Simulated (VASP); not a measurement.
# Sn (I4_1/amd) in VASP: a series of runs, part 3 of 3

VASP 6.6.1. The steps go on from the part before.

## Step 7: Single point, PBE (strain -0.015 along x and y, -0.030 along z)

Input file INCAR:

```
SYSTEM = Sn
  ALGO = Normal
  EDIFF = 1E-6
  ENCUT = 520
  GGA = PE
  ISIF = 2
  ISMEAR = 0
  LASPH = .TRUE.
  LCHARG = .FALSE.
  LREAL = .FALSE.
  LWAVE = .FALSE.
  NBANDS = 21
  NELM = 100
  PREC = Accurate
  SIGMA = 0.15
```

Input file KPOINTS:

```
k-points
0
G
  12 12 12
  0 0 0
```

Input file POSCAR:

```
Sn
1.0
    0.0000000000      3.1969160000      3.1482320000
    3.1969160000      0.0000000000      3.1482320000
    3.1969160000      3.1969160000      0.0000000000
Sn
2
Direct
    0.5000000000      0.5000000000      0.5000000000
    0.7500000000      0.7500000000      0.7500000000
```

Potentials or basis: VASP PAW PBE potentials, release 64 (Sn_d).

Command:

```console
cat potpaw_PBE.64/Sn_d/POTCAR > POTCAR
mpirun -np 1 vasp_std > vasp.out
```

OUTCAR:

```text
SYSTEM = Sn
   EDIFF = 1E-6
   ENCUT = 520
   GGA = PE
   ISIF = 2
   ISMEAR = 0
   LASPH = .TRUE.
   LREAL = .FALSE.
   NELM = 100
   PREC = Accurate

 ion  position               nearest neighbor table
   1  0.500  0.500  0.500-   2 2.75   2 2.75   2 2.75   2 2.75
   2  0.750  0.750  0.750-   1 2.75   1 2.75   1 2.75   1 2.75

  LATTYP: Found a body centered tetragonal cell.
 ALAT       =     4.5211219650
 C/A-ratio  =     1.3926773152

  Lattice vectors:

 A1 = (   0.0000000000,  -3.1969160000,  -3.1482320000)
 A2 = (   0.0000000000,   3.1969160000,  -3.1482320000)
 A3 = (   3.1969160000,   0.0000000000,   3.1482320000)

Analysis of symmetry for initial positions (statically):
=====================================================================
 Subroutine PRICEL returns:
 Original cell was already a primitive cell.

 Routine SETGRP: Setting up the symmetry group for a
 body centered tetragonal supercell.

 Subroutine GETGRP returns: Found 16 space group operations
 (whereof  8 operations were pure point group operations)
 out of a pool of 16 trial point group operations.

The static configuration has the point symmetry D_2d.
 The point group associated with its full space group is D_4h.

Analysis of symmetry for dynamics (positions and initial velocities):
=====================================================================
 Subroutine PRICEL returns:
 Original cell was already a primitive cell.

 Routine SETGRP: Setting up the symmetry group for a
 body centered tetragonal supercell.

 Subroutine GETGRP returns: Found 16 space group operations
 (whereof  8 operations were pure point group operations)
 out of a pool of 16 trial point group operations.

The dynamic configuration has the point symmetry D_2d.
 The point group associated with its full space group is D_4h.

 Subroutine INISYM returns: Found 16 space group operations
 (whereof  8 operations are pure point group operations),
 and found     1 'primitive' translations

----------------------------------------------------------------------------------------

                                     Primitive cell

  volume of cell :      64.3516

  direct lattice vectors                    reciprocal lattice vectors
     0.000000000  3.196916000  3.148232000    -0.156400731  0.156400731  0.158819299
     3.196916000  0.000000000  3.148232000     0.156400731 -0.156400731  0.158819299
     3.196916000  3.196916000  0.000000000     0.156400731  0.156400731 -0.158819299

  length of vectors
     4.486829241  4.486829241  4.521121965     0.272297534  0.272297534  0.272297534

  position of ions in fractional coordinates (direct lattice)
     0.500000000  0.500000000  0.500000000
     0.750000000  0.750000000  0.750000000

  ion indices of the primitive-cell ions
   primitive index   ion index
                 1           1
                 2           2

----------------------------------------------------------------------------------------

 KPOINTS: k-points

Automatic generation of k-mesh.
 Grid dimensions read from file:
 generate k-points for:   12   12   12

 Generating k-lattice:

  Cartesian coordinates                     Fractional coordinates (reciprocal lattice)
    -0.013033394  0.013033394  0.013234942     0.083333333  0.000000000  0.000000000
     0.013033394 -0.013033394  0.013234942     0.000000000  0.083333333  0.000000000
     0.013033394  0.013033394 -0.013234942     0.000000000  0.000000000  0.083333333

  Length of vectors
     0.022691461  0.022691461  0.022691461

  Shift w.r.t. Gamma in fractional coordinates (k-lattice)
     0.000000000  0.000000000  0.000000000

 Subroutine IBZKPT returns following result:
 ===========================================

 Found    163 irreducible k-points:

 Following reciprocal coordinates:
            Coordinates               Weight
  0.000000  0.000000  0.000000      1.000000
  0.083333 -0.000000  0.000000      8.000000
  0.166667  0.000000  0.000000      8.000000
  0.250000  0.000000  0.000000      8.000000
  0.333333  0.000000  0.000000      8.000000
  0.416667  0.000000  0.000000      8.000000
[... 16 lines left out ...]
  0.500000  0.166667  0.000000      8.000000
 -0.416667  0.166667  0.000000      8.000000
 [... further k-points ...]
   k-points           NKPTS =    163   k-points in BZ     NKDIM =    163   number of bands    NBANDS=     21
   number of dos      NEDOS =    301   number of ions     NIONS =      2
   total plane-waves  NPLWV =  46656
   dimension x,y,z NGX =    36 NGY =   36 NGZ =   36
   dimension x,y,z NGXF=    72 NGYF=   72 NGZF=   72
   ions per type =               2
   NGX,Y,Z   is equivalent  to a cutoff of  13.34, 13.34, 13.24 a.u.
   NGXF,Y,Z  is equivalent  to a cutoff of  26.68, 26.68, 26.48 a.u.
 SYSTEM =  Sn
   PREC   = accura    normal or accurate (medium, high low for compatibility)
   ISTART =      0    job   : 0-new  1-cont  2-samecut
   ICHARG =      2    charge: 1-file 2-atom 10-const
   ISPIN  =      1    spin polarized calculation?
   LNONCOLLINEAR =      F non collinear calculations
   LSORBIT =      F    spin-orbit coupling
   LASPH  =      T    aspherical Exc in radial PAW
   ENCUT  =  520.0 eV  38.22 Ry    6.18 a.u.   8.34  8.34  8.41*2*pi/ulx,y,z
   NELM   =    100;   NELMIN=  2; NELMDL= -5     # of ELM steps
   EDIFF  = 0.1E-05   stopping-criterion for ELM
   LREAL  =      F    real-space projection
   EDIFFG = 0.1E-04   stopping-criterion for IOM
   NSW    =      0    number of steps for IOM
   IBRION =     -1    ionic relax: 0-MD 1-quasi-New 2-CG
   NFREE  =      0    steps in history (QN), initial steepest desc. (CG)
   ISIF   =      2    stress and relaxation
   ISYM   =      2    0-nonsym 1-usesym 2-fastsym
   POTIM  = 0.5000    time-step for ionic-motion
   TEBEG  =    0.0;   TEEND  =   0.0 temperature during run
   PSTRESS=    0.0 pullay stress
   NELECT =      28.0000    total number of electrons
   NUPDOWN=      -1.0000    fix difference up-down
   EMIN   =  10.00;   EMAX   =-10.00  energy-range for DOS
   EFERMI =   0.00;   METHOD = LEGACY
   ISMEAR =     0;   SIGMA  =   0.15  broadening in eV -4-tet -1-fermi 0-gaus
   EFERMI_NEDOS =   21; number of points for ismear=-14 and -15
   IALGO  =     38    algorithm
   IMIX   =      4    mixing-type and parameters
     AMIX     =   0.40;   BMIX     =  1.00
     AMIX_MAG =   1.60;   BMIX_MAG =  1.00
  volume/ion in A,a.u.               =      32.18       217.13
  Fermi-wavevector in a.u.,A,eV,Ry     =   1.240531  2.344265 20.938255  1.538918
  Thomas-Fermi vector in A             =   2.374968
   LORBIT       =      0    0 simple, 1 ext, 2 COOP (PROOUT), +10 PAW based schemes
   GGA     = PE    functional components
   LHFCALC =     F    Hartree Fock is set to
   AEXX    =    0.0000 exact exchange contribution
   IVDW    =     0    specifies the selected vdW correction
   LEPSILON=     F    determine dielectric tensor
   LRPA    =     F    only Hartree local field effects (RPA)
 non-spin polarized calculation
 Gauss-broadening in eV      SIGMA  =   0.15
  energy-cutoff  :      520.00
  volume of cell :       64.35
 maximum number of plane-waves:      1767
 NGX is ok and might be reduce to    36
   NGX = 17   NGY = 17   NGZ = 17

 number of electron      28.0000006 magnetization

 Free energy of the ion-electron system (eV)
  ---------------------------------------------------
  ext. energy  EPLUGINS =         0.00000000
  ---------------------------------------------------
  free energy    TOTEN  =        -7.52124063 eV

  energy without entropy =       -7.52002748  energy(sigma->0) =       -7.52063406

 E-fermi :   6.3741     XC(G=0):  -9.1423

 val. band max:        6.3515371707   @ k =   0.0000   0.0000   0.0000
 cond. band min:       6.4135647474   @ k =   0.5000   0.0000   0.0000
 fundamental gap:      0.0620275767
 Fermi energy:         6.3740924021

 k-point     1 :       0.0000    0.0000    0.0000
  band No.  band energies     occupation
      1     -15.5227      2.00000
      2     -15.5150      2.00000
      3     -15.5150      2.00000
      4     -15.4510      2.00000
      5     -15.4475      2.00000
      6     -15.0913      2.00000
[... 13 lines left out ...]
     20      14.2793      0.00000
     21      14.5290      0.00000
[... 529 lines left out ...]
 k-point    24 :      -0.4167    0.1667    0.0000
  band No.  band energies     occupation
      1     -15.5896      2.00000
      2     -15.5653      2.00000
      3     -15.4475      2.00000
      4     -15.3603      2.00000
      5     -15.3460      2.00000
      6     -15.1857      2.00000
[... 13 lines left out ...]
     20      14.2933      0.00000
     21      14.5386      0.00000

 [... further k-points ...]

------------------------ aborting loop because EDIFF is reached ----------------------------------------

  FORCE on cell =-STRESS in cart. coord.  units (eV):
  Direction    XX          YY          ZZ          XY          YZ          ZX
  --------------------------------------------------------------------------------------
  -------------------------------------------------------------------------------------
  Total        2.6262802      2.6262802      2.7971344      0.0000000      0.0000000     -0.0000000
  in kB       65.3871600     65.3871600     69.6409595      0.0000000      0.0000000     -0.0000000
  external PRESSURE =      66.8050932 kB  Pullay stress =       0.0000000 kB

 VOLUME and BASIS-vectors are now :
 -----------------------------------------------------------------------------
  energy-cutoff  :      520.00
  volume of cell :       64.35
      direct lattice vectors                 reciprocal lattice vectors
     0.000000000  3.196916000  3.148232000    -0.156400731  0.156400731  0.158819299
     3.196916000  0.000000000  3.148232000     0.156400731 -0.156400731  0.158819299
     3.196916000  3.196916000  0.000000000     0.156400731  0.156400731 -0.158819299

 POSITION                                       TOTAL-FORCE (eV/Angst)
 -----------------------------------------------------------------------------------
      3.19692      3.19692      3.14823         0.000000      0.000000      0.000000
      4.79537      4.79537      4.72235        -0.000000     -0.000000     -0.000000
 -----------------------------------------------------------------------------------
    total drift:                                0.000000      0.000000      0.000000

  FREE ENERGIE OF THE ION-ELECTRON SYSTEM (eV)
  ---------------------------------------------------
  free  energy   TOTEN  =        -7.5212406344 eV

  energy  without entropy=       -7.5200274756  energy(sigma->0) =       -7.52063406
```

OSZICAR:

```text
N       E                     dE             d eps       ncg     rms          rms(c)
DAV:   1     0.230963467885E+03    0.23096E+03   -0.14861E+04  6911   0.198E+03
DAV:   2     0.175109108361E+02   -0.21345E+03   -0.20897E+03  6871   0.454E+02
DAV:   3    -0.679693086708E+01   -0.24308E+02   -0.24168E+02  8061   0.141E+02
DAV:   4    -0.757216022790E+01   -0.77523E+00   -0.77491E+00  7766   0.283E+01
DAV:   5    -0.759837103471E+01   -0.26211E-01   -0.26210E-01  9944   0.506E+00    0.353E+00
DAV:   6    -0.754442322712E+01    0.53948E-01   -0.30431E-02  9272   0.205E+00    0.207E+00
DAV:   7    -0.751892981578E+01    0.25493E-01   -0.51162E-02  7521   0.228E+00    0.166E-01
DAV:   8    -0.752089677333E+01   -0.19670E-02   -0.62878E-03  7796   0.857E-01    0.497E-02
DAV:   9    -0.752121837258E+01   -0.32160E-03   -0.44265E-04  7980   0.164E-01    0.126E-02
DAV:  10    -0.752123705102E+01   -0.18678E-04   -0.34516E-05  8842   0.458E-02    0.586E-03
DAV:  11    -0.752124095379E+01   -0.39028E-05   -0.67364E-06  6142   0.226E-02    0.122E-03
DAV:  12    -0.752124063439E+01    0.31940E-06   -0.53551E-07  5499   0.112E-02
   1 F= -.75212406E+01 E0= -.75206341E+01  d E =-.121316E-02
```

Wall time 2.5 min (1 thread of Intel Xeon Platinum 8375C at 2.90GHz (Ice Lake), shared host); peak memory 0.32 GiB.

Results:

```yaml
Free_energy: -7.5212 eV
Pressure: 6.7 GPa
```

Caveat: the cell differs from its parent crystal (strain -0.015 along x and y, -0.030 along z); the cell stands under pressure; spin-orbit coupling is left out, which moves the levels of the heavy elements.

## Step 8: Summary

```csv
cell,gap on the mesh (eV),pressure (GPa)
"a = 4.556, b = 4.556, c = 4.521 Å, angles 60.3, 60.3, 59.5°, 2 atoms",none,4.8
"a = 4.556, b = 4.556, c = 4.590 Å, angles 59.8, 59.8, 60.5°, 2 atoms",none,3.9
"a = 4.590, b = 4.590, c = 4.521 Å, angles 60.5, 60.5, 59.0°, 2 atoms",none,4.0
"a = 4.626, b = 4.626, c = 4.521 Å, angles 60.7, 60.7, 58.5°, 2 atoms",none,3.2
"a = 4.625, b = 4.625, c = 4.590 Å, angles 60.2, 60.2, 59.5°, 2 atoms",none,2.4
"a = 4.487, b = 4.487, c = 4.521 Å, angles 59.7, 59.7, 60.5°, 2 atoms",-,6.7
```

Alike in all rows: task single point; level PBE; potentials or basis VASP PAW PBE potentials, release 64 (Sn_d); no spin polarisation; k mesh 12 × 12 × 12; cutoff (eV) 520; smearing gaussian 0.15 eV.

Caveats: spin-orbit coupling is left out, which moves the levels of the heavy elements; the cell stands under pressure (at least some runs).

Total energies depend on the potentials used, so only differences within one code and one set of settings carry meaning.
